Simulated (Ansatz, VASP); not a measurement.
One calculation of Mo, two programs

```
Mo
1.0
    -1.57162    1.57162    1.57162
     1.57162   -1.57162    1.57162
     1.57162    1.57162   -1.57162
Mo
1
Direct
  0.00000 0.00000 0.00000
```

Alike in both runs: functional r2SCAN; dispersion rVV10; k mesh 18 × 18 × 18; occupations gaussian, width 0.1 eV; no spin polarisation.

Ansatz relaxed the structure, and its values are those at the end. VASP's run is a single point on that final structure, the one shown.

|  | VASP | Ansatz |
| --- | --- | --- |
| version | VASP 6.6.1 | Ansatz 0.2.0 |
| potentials or method | VASP PAW PBE potentials, release 64 (Mo_sv), cutoff 550 eV | scalar-relativistic, plane waves, PAW |
| valence electrons in the cell | 14 | 14 |

```csv
,VASP,Ansatz,Ansatz less VASP
gap on the k mesh at the Fermi level (eV),none,none,-
pressure (GPa),1.4,0.0,-1.45
```

VASP's potentials were made for PBE, not for r2SCAN. A gap of «none» marks a metal or a gap that the smearing closes.
